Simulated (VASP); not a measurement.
Wanted: the native input for a VASP 6.6.1 run.

- Task: single point
- Functional: r2SCAN
- Potentials or basis: VASP PAW PBE potentials, release 64 (Cd, S)
- Cutoff: 520 eV
- k mesh: 8 × 8 × 8
- Occupations: gaussian, width 0.01 eV
- Spin: no spin polarisation
- Dipole correction: no
- Further INCAR settings: ALGO = Normal; EDIFF = 1e-07; NBANDS = 16

The system is CdS.

```
CELL_PARAMETERS angstrom
0.00000 2.89513 2.89513
2.89513 0.00000 2.89513
2.89513 2.89513 0.00000
ATOMIC_POSITIONS crystal
Cd 0.00000 0.00000 0.00000
S 0.25000 0.25000 0.25000
```

This cell differs from its parent crystal: strain -1.5%.

One way to write it, as run:

POSCAR

```
CdS
1.0
    0.0000000000      2.8951266139      2.8951266139
    2.8951266139      0.0000000000      2.8951266139
    2.8951266139      2.8951266139      0.0000000000
Cd S
1 1
Direct
    0.0000000000      0.0000000000      0.0000000000
    0.2500000000      0.2500000000      0.2500000000
```

INCAR.step1

```
PREC = Accurate
ENCUT = 520
ISMEAR = 0
SIGMA = 0.01
LREAL = F
LASPH = T
NELM = 60
NBANDS = 16
GGA = PE
ALGO = Normal
EDIFF = 1E-4
LWAVE = T
LCHARG = F
```

INCAR.step2

```
PREC = Accurate
ENCUT = 520
EDIFF = 1E-7
ISMEAR = 0
SIGMA = 0.01
LREAL = F
LASPH = T
NELM = 60
ALGO = Normal
ISIF = 2
LWAVE = F
LCHARG = F
METAGGA = R2SCAN
LMIXTAU = T
NBANDS = 16
ISTART = 1
```

KPOINTS

```
regular mesh
0
Gamma
  8 8 8
```

Potentials or basis: VASP PAW PBE potentials, release 64 (Cd, S).

Launch:

```console
$ cat potpaw_PBE.64/Cd/POTCAR potpaw_PBE.64/S/POTCAR > POTCAR
$ cp INCAR.step1 INCAR
$ mpirun -np 1 vasp_std > vasp.out
$ cp INCAR.step2 INCAR
$ mpirun -np 1 vasp_std > vasp.out
```

Results of the run:

```yaml
Pressure: 3.4 GPa
Band_gap_on_the_k_mesh: 1.64 eV, direct
```

Caveat: the cell differs from its parent crystal (strain -1.5%); the PAW data sets were made with another functional, which shifts forces and pressure a little.

It took 2.8 min on 1 thread of Intel Xeon 6975P-C, with other jobs on the host, peak memory 0.18 GiB.
